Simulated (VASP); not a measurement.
# Ba3Ti4O12 (a cell with a defect) in VASP: further runs

Ba3Ti4O12 (a cell with a defect) is run at these levels: r2SCAN, PBE+U; tasks: electric field gradients.

Program: VASP 6.6.1. These are calculated values, not measurements. Logs are shortened: lines on timing, memory, paths and dates and some standing lists are left out, and cuts for length are marked.

### Step 1. The cell of the first run

The cell holds a defect, 19 atoms: a = 6.939 Å, b = 6.939 Å, c = 6.939 Å, α = 109.47°, β = 109.47°, γ = 109.47°.

### Step 2. Electric field gradients, r2SCAN

Input file POSCAR:

```
Ba3Ti4O12
1.0
   -4.0060000000      4.0060000000      4.0060000000
    4.0060000000     -4.0060000000      4.0060000000
    4.0060000000      4.0060000000     -4.0060000000
Ba Ti O
3 4 12
Direct
    0.0000000000      0.0000000000      0.5000000000
    0.0000000000      0.5000000000      0.0000000000
    0.5000000000      0.0000000000      0.0000000000
    0.0000000000      0.0000000000      0.0000000000
    0.5000000000      0.5000000000      0.0000000000
    0.5000000000      0.0000000000      0.5000000000
    0.0000000000      0.5000000000      0.5000000000
   -0.0087156684      0.2456421658      0.2456421658
    0.5000000000      0.7543578342      0.2456421658
    0.5000000000      0.2456421658      0.7543578342
    0.0087156684      0.7543578342      0.7543578342
    0.2456421658     -0.0087156684      0.2456421658
    0.7543578342      0.5000000000      0.2456421658
    0.7543578342      0.0087156684      0.7543578342
    0.2456421658      0.5000000000      0.7543578342
    0.2456421658      0.2456421658     -0.0087156684
    0.7543578342      0.7543578342      0.0087156684
    0.7543578342      0.2456421658      0.5000000000
    0.2456421658      0.7543578342      0.5000000000
```

Input file INCAR.step1:

```
ALGO = Normal
EDIFF = 1E-4
ENCUT = 520
GGA = PE
ISMEAR = -1
LASPH = T
LCHARG = F
LREAL = Auto
LWAVE = T
NBANDS = 90
NELECT = 152.0
NELM = 80
PREC = Accurate
SIGMA = 0.01
```

Input file INCAR.step2:

```
ALGO = Normal
EDIFF = 1E-8
ENCUT = 520
ISIF = 2
ISMEAR = -1
ISTART = 1
LASPH = T
LCHARG = F
LEFG = T
LMIXTAU = T
LREAL = Auto
LWAVE = F
METAGGA = R2SCAN
NBANDS = 90
NELECT = 152.0
NELM = 80
PREC = Accurate
SIGMA = 0.01
```

Input file KPOINTS:

```
k-points
0
Gamma
  3 3 3
```

Potentials or basis: VASP PAW PBE potentials, release 64 (Ba_sv, Ti_sv, O).

Run with:

```
$ cat potpaw_PBE.64/Ba_sv/POTCAR potpaw_PBE.64/Ti_sv/POTCAR potpaw_PBE.64/O/POTCAR > POTCAR
$ cp INCAR.step1 INCAR
$ mpirun -np 1 vasp_std > vasp.out
$ cp INCAR.step2 INCAR
$ mpirun -np 1 vasp_std > vasp.out
```

OUTCAR:

```text
EDIFF = 1E-8
   ENCUT = 520
   ISIF = 2
   ISMEAR = -1
   ISTART = 1
   LASPH = T
   LREAL = Auto
   METAGGA = R2SCAN
   NELECT = 152.0
   NELM = 80
   PREC = Accurate

 ion  position               nearest neighbor table
   1  0.000  0.000  0.500-  16 2.78  17 2.78  18 2.78  19 2.78  14 2.83  15 2.83   8 2.83  10 2.83
                            11 2.83  12 2.83  13 2.83   9 2.83   4 3.47   5 3.47   4 3.47   7 3.47
   2  0.000  0.500  0.000-  12 2.78  13 2.78  14 2.78  15 2.78   9 2.83  11 2.83   8 2.83  16 2.83
                            17 2.83  19 2.83  18 2.83  10 2.83   4 3.47   5 3.47   7 3.47   6 3.47
   3  0.500  0.000  0.000-   8 2.78   9 2.78  10 2.78  11 2.78  12 2.83  13 2.83  14 2.83  16 2.83
                            17 2.83  18 2.83  19 2.83  15 2.83   4 3.47   5 3.47   6 3.47   6 3.47
   4  0.000  0.000  0.000-   8 2.00  11 2.00  12 2.00  14 2.00  16 2.00  17 2.00   1 3.47   2 3.47
                             3 3.47   1 3.47   2 3.47   3 3.47
   5  0.500  0.500  0.000-   9 2.00  10 2.00  13 2.00  15 2.00  16 2.00  17 2.00   1 3.47   2 3.47
                             3 3.47   3 3.47   2 3.47   1 3.47
   6  0.500  0.000  0.500-   9 2.00  10 2.00  12 2.00  14 2.00  18 2.00  19 2.00   1 3.47   2 3.47
                             3 3.47   3 3.47   1 3.47   2 3.47
   7  0.000  0.500  0.500-   8 2.00  11 2.00  13 2.00  15 2.00  18 2.00  19 2.00   1 3.47   2 3.47
                             3 3.47   2 3.47   1 3.47   3 3.47
   8  0.991  0.246  0.246-   4 2.00   7 2.00   3 2.78   2 2.83   1 2.83
   9  0.500  0.754  0.246-   5 2.00   6 2.00   3 2.78   1 2.83   2 2.83
  10  0.500  0.246  0.754-   5 2.00   6 2.00   3 2.78   2 2.83   1 2.83
  11  0.009  0.754  0.754-   4 2.00   7 2.00   3 2.78   2 2.83   1 2.83
  12  0.246  0.991  0.246-   4 2.00   6 2.00   2 2.78   1 2.83   3 2.83
  13  0.754  0.500  0.246-   5 2.00   7 2.00   2 2.78   1 2.83   3 2.83
  14  0.754  0.009  0.754-   4 2.00   6 2.00   2 2.78   1 2.83   3 2.83
  15  0.246  0.500  0.754-   5 2.00   7 2.00   2 2.78   3 2.83   1 2.83
  16  0.246  0.246  0.991-   4 2.00   5 2.00   1 2.78   2 2.83   3 2.83
  17  0.754  0.754  0.009-   4 2.00   5 2.00   1 2.78   2 2.83   3 2.83
  18  0.754  0.246  0.500-   6 2.00   7 2.00   1 2.78   2 2.83   3 2.83
  19  0.246  0.754  0.500-   6 2.00   7 2.00   1 2.78   3 2.83   2 2.83

  LATTYP: Found a body centered cubic cell.
 ALAT       =     8.0120000000

  Lattice vectors:

 A1 = (  -4.0060000000,   4.0060000000,   4.0060000000)
 A2 = (   4.0060000000,  -4.0060000000,   4.0060000000)
 A3 = (   4.0060000000,   4.0060000000,  -4.0060000000)

Analysis of symmetry for initial positions (statically):
=====================================================================
 Subroutine PRICEL returns:
 Original cell was already a primitive cell.

 Routine SETGRP: Setting up the symmetry group for a
 body centered cubic supercell.

 Subroutine GETGRP returns: Found 48 space group operations
 (whereof 12 operations were pure point group operations)
 out of a pool of 48 trial point group operations.

The static configuration has the point symmetry D_3d.
 The point group associated with its full space group is O_h .

Analysis of symmetry for dynamics (positions and initial velocities):
=====================================================================
 Subroutine PRICEL returns:
 Original cell was already a primitive cell.

 Routine SETGRP: Setting up the symmetry group for a
 body centered cubic supercell.

 Subroutine GETGRP returns: Found 48 space group operations
 (whereof 12 operations were pure point group operations)
 out of a pool of 48 trial point group operations.

The dynamic configuration has the point symmetry D_3d.
 The point group associated with its full space group is O_h .

 Subroutine INISYM returns: Found 48 space group operations
 (whereof 12 operations are pure point group operations),
 and found     1 'primitive' translations

----------------------------------------------------------------------------------------

                                     Primitive cell

  volume of cell :     257.1537

  direct lattice vectors                    reciprocal lattice vectors
    -4.006000000  4.006000000  4.006000000     0.000000000  0.124812781  0.124812781
     4.006000000 -4.006000000  4.006000000     0.124812781  0.000000000  0.124812781
     4.006000000  4.006000000 -4.006000000     0.124812781  0.124812781  0.000000000

  length of vectors
     6.938595535  6.938595535  6.938595535     0.176511927  0.176511927  0.176511927

  position of ions in fractional coordinates (direct lattice)
     0.000000000  0.000000000  0.500000000
     0.000000000  0.500000000  0.000000000
     0.500000000  0.000000000  0.000000000
[... 81 lines left out ...]
   ISTART =      1    job   : 0-new  1-cont  2-samecut
   ICHARG =      0    charge: 1-file 2-atom 10-const
   ISPIN  =      1    spin polarized calculation?
   LNONCOLLINEAR =      F non collinear calculations
   LSORBIT =      F    spin-orbit coupling
   LASPH  =      T    aspherical Exc in radial PAW
   ENCUT  =  520.0 eV  38.22 Ry    6.18 a.u.  12.90 12.90 12.90*2*pi/ulx,y,z
   NELM   =     80;   NELMIN=  2; NELMDL=  0     # of ELM steps
   EDIFF  = 0.1E-07   stopping-criterion for ELM
   LREAL  =      T    real-space projection
   EDIFFG = 0.1E-06   stopping-criterion for IOM
   NSW    =      0    number of steps for IOM
   IBRION =     -1    ionic relax: 0-MD 1-quasi-New 2-CG
   NFREE  =      0    steps in history (QN), initial steepest desc. (CG)
   ISIF   =      2    stress and relaxation
   ISYM   =      2    0-nonsym 1-usesym 2-fastsym
   POTIM  = 0.5000    time-step for ionic-motion
   TEBEG  =    0.0;   TEEND  =   0.0 temperature during run
   PSTRESS=    0.0 pullay stress
   NELECT =     152.0000    total number of electrons
   NUPDOWN=      -1.0000    fix difference up-down
   EMIN   =  10.00;   EMAX   =-10.00  energy-range for DOS
   EFERMI =   0.00;   METHOD = LEGACY
   ISMEAR =    -1;   SIGMA  =   0.01  broadening in eV -4-tet -1-fermi 0-gaus
   EFERMI_NEDOS =   21; number of points for ismear=-14 and -15
   IALGO  =     38    algorithm
   IMIX   =      4    mixing-type and parameters
     AMIX     =   0.40;   BMIX     =  1.00
     AMIX_MAG =   1.60;   BMIX_MAG =  1.00
  volume/ion in A,a.u.               =      13.53        91.33
  Fermi-wavevector in a.u.,A,eV,Ry     =   1.373910  2.596314 25.682763  1.887630
  Thomas-Fermi vector in A             =   2.499385
   LORBIT       =      0    0 simple, 1 ext, 2 COOP (PROOUT), +10 PAW based schemes
   METAGGA = R2SCAN    functional components
   LHFCALC =     F    Hartree Fock is set to
   AEXX    =    0.0000 exact exchange contribution
   IVDW    =     0    specifies the selected vdW correction
   LEPSILON=     F    determine dielectric tensor
   LRPA    =     F    only Hartree local field effects (RPA)
 non-spin polarized calculation
  energy-cutoff  :      520.00
  volume of cell :      257.15
 maximum number of plane-waves:      6939
 NGX is ok and might be reduce to    54
   NGX = 25   NGY = 25   NGZ = 25

 number of electron     152.0000008 magnetization

 Free energy of the ion-electron system (eV)
  ---------------------------------------------------
  ext. energy  EPLUGINS =         0.00000000
  ---------------------------------------------------
  free energy    TOTEN  =      -255.71851772 eV

  energy without entropy =     -255.71851772  energy(sigma->0) =     -255.71851772

 E-fermi :   3.0744     XC(G=0): -11.3222

 val. band max:        2.6887683587   @ k =  -0.3333   0.3333   0.3333
 cond. band min:       4.7807087717   @ k =   0.0000   0.0000   0.0000
 fundamental gap:      2.0919404130
 Fermi energy:         3.0744248810

 k-point     1 :       0.0000    0.0000    0.0000
  band No.  band energies     occupation
      1     -56.3429      2.00000
      2     -56.3407      2.00000
      3     -56.3407      2.00000
      4     -56.3407      2.00000
      5     -31.5645      2.00000
      6     -31.5645      2.00000
[... 353 lines left out ...]
     87       6.8833      0.00000
     88       6.8833      0.00000
 [bands above 88 left out]

------------------------ aborting loop because EDIFF is reached ----------------------------------------

  FORCE on cell =-STRESS in cart. coord.  units (eV):
  Direction    XX          YY          ZZ          XY          YZ          ZX
  --------------------------------------------------------------------------------------
  -------------------------------------------------------------------------------------
  Total        9.7479240      9.7479240      9.7479240     -0.0000000      0.0000000      0.0000000
  in kB       60.7337209     60.7337209     60.7337209     -0.0000000      0.0000000      0.0000000
  external PRESSURE =      60.7337209 kB  Pullay stress =       0.0000000 kB

 VOLUME and BASIS-vectors are now :
 -----------------------------------------------------------------------------
  energy-cutoff  :      520.00
  volume of cell :      257.15
      direct lattice vectors                 reciprocal lattice vectors
    -4.006000000  4.006000000  4.006000000     0.000000000  0.124812781  0.124812781
     4.006000000 -4.006000000  4.006000000     0.124812781  0.000000000  0.124812781
     4.006000000  4.006000000 -4.006000000     0.124812781  0.124812781  0.000000000

 POSITION                                       TOTAL-FORCE (eV/Angst)
 -----------------------------------------------------------------------------------
      2.00300      2.00300     -2.00300         0.000000      0.000000      0.000000
      2.00300     -2.00300      2.00300         0.000000      0.000000      0.000000
     -2.00300      2.00300      2.00300         0.000000      0.000000      0.000000
      0.00000      0.00000      0.00000         0.000000      0.000000      0.000000
      0.00000      0.00000      4.00600         0.000000      0.000000      0.000000
      0.00000      4.00600      0.00000         0.000000      0.000000      0.000000
[... 11 lines left out ...]
     -0.03491      4.04091      2.00300         0.004391     -0.004391      0.000000
      4.04091     -0.03491      2.00300        -0.004391      0.004391      0.000000
 -----------------------------------------------------------------------------------
    total drift:                                0.000000      0.000000     -0.000000

  FREE ENERGIE OF THE ION-ELECTRON SYSTEM (eV)
  ---------------------------------------------------
  free  energy   TOTEN  =      -255.7185177235 eV

  energy  without entropy=     -255.7185177235  energy(sigma->0) =     -255.71851772

 Electric field gradients (V/A^2)
---------------------------------------------------------------------
 ion       V_xx      V_yy      V_zz      V_xy      V_xz      V_yz
---------------------------------------------------------------------
   1      -6.523    -6.523    13.045    -0.000    -0.000    -0.000
   2      -6.523    13.045    -6.523    -0.000    -0.000    -0.000
   3      13.045    -6.523    -6.523    -0.000    -0.000    -0.000
   4       0.000    -0.000     0.000     4.310     4.310     4.310
   5       0.000     0.000    -0.000     4.310    -4.312    -4.312
   6       0.000    -0.000     0.000    -4.312     4.310    -4.312
[... 11 lines left out ...]
  18     -16.550   -16.550    33.101     4.750    -0.001    -0.001
  19     -16.550   -16.550    33.101     4.750    -0.001    -0.001
---------------------------------------------------------------------

 Electric field gradients after diagonalization (V/A^2)
 (convention: |V_zz| > |V_xx| > |V_yy|)
----------------------------------------------------------------------
 ion       V_xx      V_yy      V_zz     asymmetry (V_yy - V_xx)/ V_zz
----------------------------------------------------------------------
   1      -6.523    -6.522    13.045       0.000
   2      -6.523    -6.522    13.045       0.000
   3      -6.523    -6.522    13.045       0.000
   4      -4.310    -4.310     8.620       0.000
   5      -4.313    -4.310     8.623       0.000
   6      -4.313    -4.310     8.623       0.000
[... 11 lines left out ...]
  18     -21.301   -11.800    33.101       0.287
  19     -21.301   -11.800    33.101       0.287
----------------------------------------------------------------------

           NMR quadrupolar parameters

 Cq : quadrupolar parameter    Cq=e*Q*V_zz/h
 eta: asymmetry parameters     (V_yy - V_xx)/ V_zz
 Q  : nuclear electric quadrupole moment in mb (millibarn)
----------------------------------------------------------------------
 ion       Cq(MHz)       eta       Q (mb)
----------------------------------------------------------------------
   1       0.032       0.000       1.000
   2       0.032       0.000       1.000
   3       0.032       0.000       1.000
   4       0.021       0.000       1.000
   5       0.021       0.000       1.000
   6       0.021       0.000       1.000
[... 11 lines left out ...]
  18       0.080       0.287       1.000
  19       0.080       0.287       1.000
----------------------------------------------------------------------
```

Run time: 15 min. Hardware: 1 thread of Intel Xeon Platinum 8488C (Sapphire Rapids), shared host; peak memory 0.46 GiB.

What came out:

* Free energy: -255.7185 eV
* Largest force: 0.006 eV/Å

Forces in eV/Å, atoms in the order of the input:
```
Ba   0.000  0.000  0.000
Ba   0.000  0.000  0.000
Ba   0.000  0.000  0.000
Ti   0.000  0.000  0.000
Ti   0.000  0.000  0.000
Ti   0.000  0.000  0.000
Ti   0.000  0.000  0.000
O    0.000  0.004  0.004
O    0.000  0.004 -0.004
O    0.000 -0.004  0.004
O    0.000 -0.004 -0.004
O    0.004  0.000  0.004
O    0.004  0.000 -0.004
O   -0.004  0.000 -0.004
O   -0.004  0.000  0.004
O    0.004  0.004  0.000
O   -0.004 -0.004  0.000
O    0.004 -0.004  0.000
O   -0.004  0.004  0.000
```

Levels at points of the mesh, in eV from the Fermi level:
```tsv
k point	band 72	band 73	band 74	band 75	band 76	band 77	band 78	band 79	band 80	band 81
(0.00, 0.00, 0.00)	-0.63	-0.63	-0.57	-0.40	-0.40	1.71	1.71	1.71	3.30	3.30
```

Electric field gradients, principal values (V/Å²):
| atom | least | middle | greatest (by size) |
| --- | --- | --- | --- |
| 1 Ba | -6.522 | -6.523 | 13.045 |
| 2 Ba | -6.522 | -6.523 | 13.045 |
| 3 Ba | -6.522 | -6.523 | 13.045 |
| 4 Ti | -4.310 | -4.310 | 8.620 |
| 5 Ti | -4.310 | -4.313 | 8.623 |
| 6 Ti | -4.310 | -4.313 | 8.623 |
| 7 Ti | -4.310 | -4.313 | 8.623 |
| 8 O | -11.800 | -21.301 | 33.101 |
| 9 O | -11.800 | -21.301 | 33.101 |
| 10 O | -11.800 | -21.301 | 33.101 |
| 11 O | -11.800 | -21.301 | 33.101 |
| 12 O | -11.800 | -21.301 | 33.101 |
| 13 O | -11.800 | -21.301 | 33.101 |
| 14 O | -11.800 | -21.301 | 33.101 |
| 15 O | -11.800 | -21.301 | 33.101 |
| 16 O | -11.800 | -21.301 | 33.101 |
| 17 O | -11.800 | -21.301 | 33.101 |
| 18 O | -11.800 | -21.301 | 33.101 |
| 19 O | -11.800 | -21.301 | 33.101 |

Caveat: the cell carries a net charge on a neutralising background, which shifts energy and pressure; the cell is charged against a uniform background, so pressure and absolute levels hang on convention; without QUAD_EFG the Cq values of the log hold for a quadrupole moment of 1 mb, not for the nuclei; the PAW data sets were made with another functional, which shifts forces and pressure a little; spin-orbit coupling is left out, which moves the levels of the heavy elements.

[end of part 1 of 2]
